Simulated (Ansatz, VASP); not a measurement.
# CO2 in VASP and in Ansatz

Contents of INCAR:

```
PREC     = Accurate       # precision mode
ENCUT    = 520            # plane-wave cutoff, eV
EDIFF    = 1E-6           # SCF threshold, eV
ISMEAR   = 0              # smearing method
SIGMA    = 0.05           # smearing width, eV
LREAL    = False          # projectors in reciprocal space
LASPH    = True           # aspherical terms in the spheres
NELM     = 80             # most SCF steps
ALGO     = Normal         # electronic algorithm
ISIF     = 2              # what is computed and relaxed
LWAVE    = False          # write WAVECAR
LCHARG   = False          # write CHGCAR
GGA      = PE             # functional
NBANDS   = 44             # bands
```

Contents of KPOINTS:

```
regular mesh
0
Gamma
  4 4 4
```

File POSCAR:

```
CO2
1.0
    5.8104208251      0.0000000000      0.0000000000
    0.0000000000      5.8104208251      0.0000000000
    0.0000000000      0.0000000000      5.9521950932
C O
4 8
Direct
    0.0000000000      0.0000000000      0.0000000000
    0.5000000000      0.0000000000      0.5000000000
    0.5000000000      0.5000000000      0.0000000000
    0.0000000000      0.5000000000      0.5000000000
    0.1114834447      0.1114834447      0.1114834447
    0.3885165553      0.8885165553      0.6114834447
    0.6114834447      0.3885165553      0.8885165553
    0.8885165553      0.6114834447      0.3885165553
    0.8885165553      0.8885165553      0.8885165553
    0.6114834447      0.1114834447      0.3885165553
    0.3885165553      0.6114834447      0.1114834447
    0.1114834447      0.3885165553      0.6114834447
```

Input for Ansatz:

```yaml
crystal:
  lattice:
    - [5.8104208251, 0.0, 0.0]
    - [0.0, 5.8104208251, 0.0]
    - [0.0, 0.0, 5.9521950932]
  atoms:
    - { symbol: C, position: [0.0, 0.0, 0.0] }
    - { symbol: C, position: [0.5, 0.0, 0.5] }
    - { symbol: C, position: [0.5, 0.5, 0.0] }
    - { symbol: C, position: [0.0, 0.5, 0.5] }
    - { symbol: O, position: [0.1114834447, 0.1114834447, 0.1114834447] }
    - { symbol: O, position: [0.3885165553, 0.8885165553, 0.6114834447] }
    - { symbol: O, position: [0.6114834447, 0.3885165553, 0.8885165553] }
    - { symbol: O, position: [0.8885165553, 0.6114834447, 0.3885165553] }
    - { symbol: O, position: [0.8885165553, 0.8885165553, 0.8885165553] }
    - { symbol: O, position: [0.6114834447, 0.1114834447, 0.3885165553] }
    - { symbol: O, position: [0.3885165553, 0.6114834447, 0.1114834447] }
    - { symbol: O, position: [0.1114834447, 0.3885165553, 0.6114834447] }
basis:
  ecutwfc: 520.0
kpoints:
  mp_grid: { grid: [4, 4, 4] }
hamiltonian:
  xc: pbe
scf:
  occupations: { method: gaussian, width: 0.05 }
output:
  forces: true
  stress: true
  eigenvalues: true
```

Alike in both runs: task single point; functional PBE; k mesh 4 × 4 × 4; occupations gaussian, width 0.05 eV; no spin polarisation.

```csv
,VASP,Ansatz
version,VASP 6.6.1,Ansatz 0.2.0
potentials or method,"VASP PAW PBE potentials, release 64 (C, O), cutoff 520 eV","scalar-relativistic, plane waves, PAW"
valence electrons in the cell,64,64
```

VASP gave:

| Quantity | Value |
| --- | --- |
| gap on the k mesh at the Fermi level (eV) | 6.95 |
| least direct gap on the mesh (eV) | 6.95 |
| pressure (GPa) | 12.7 |
| traceless stress, the component that is largest in VASP (GPa) | 0.33 |
| rms of the force components (eV/Å) | 2.501 |

Question: Estimate Ansatz's values.

Answer: gap on the k mesh at the Fermi level (eV): 6.96; least direct gap on the mesh (eV): 6.96; pressure (GPa): 11.0; traceless stress, the component that is largest in VASP (GPa): 0.27; rms of the force components (eV/Å): 2.101.

Atom by atom the forces differ by 0.400 eV/Å (rms over components).

Noted on VASP's run: the standard files for N, O and F lose accuracy on very short bonds.
